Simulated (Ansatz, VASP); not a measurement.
# BaMgPF in VASP and in Ansatz

```
Ba P Mg F
1.0
     4.28633    0.00000    0.00000
     0.00000    4.28633    0.00000
     0.00000    0.00000    9.42990
Ba P Mg F
2 2 2 2
Direct
  0.50000 0.00000 0.16243
  0.00000 0.50000 0.83757
  0.50000 0.00000 0.65461
  0.00000 0.50000 0.34539
  0.50000 0.50000 0.50000
  0.00000 0.00000 0.50000
  0.50000 0.50000 0.00000
  0.00000 0.00000 0.00000
```

Alike in both runs: functional PBE; dispersion D3(BJ); k mesh 6 × 6 × 4; occupations gaussian, width 0.02 eV; no spin polarisation.

Ansatz relaxed the structure, and its values are those at the end. VASP's run is a single point on that final structure, the one shown.

|  | VASP | Ansatz |
| --- | --- | --- |
| version | VASP 6.6.1 | Ansatz 0.2.0 |
| potentials or method | VASP PAW PBE potentials, release 64 (Ba_sv, P, Mg, F), cutoff 520 eV | scalar-relativistic, plane waves, PAW |
| valence electrons in the cell | 48 | 64 |

```tsv
	VASP	Ansatz	Ansatz less VASP
gap on the k mesh at the Fermi level (eV)	1.77	1.79	+0.023
least direct gap on the mesh (eV)	1.77	1.79	+0.023
pressure (GPa)	0.6	0.0	-0.59
rms of the force components (eV/Å)	0.042	0.000	-0.0420
```

VASP's potentials hold 48 valence electrons a cell and Ansatz's 64, so a difference there can come from the potentials and not from the codes.

Spin-orbit coupling is off throughout.
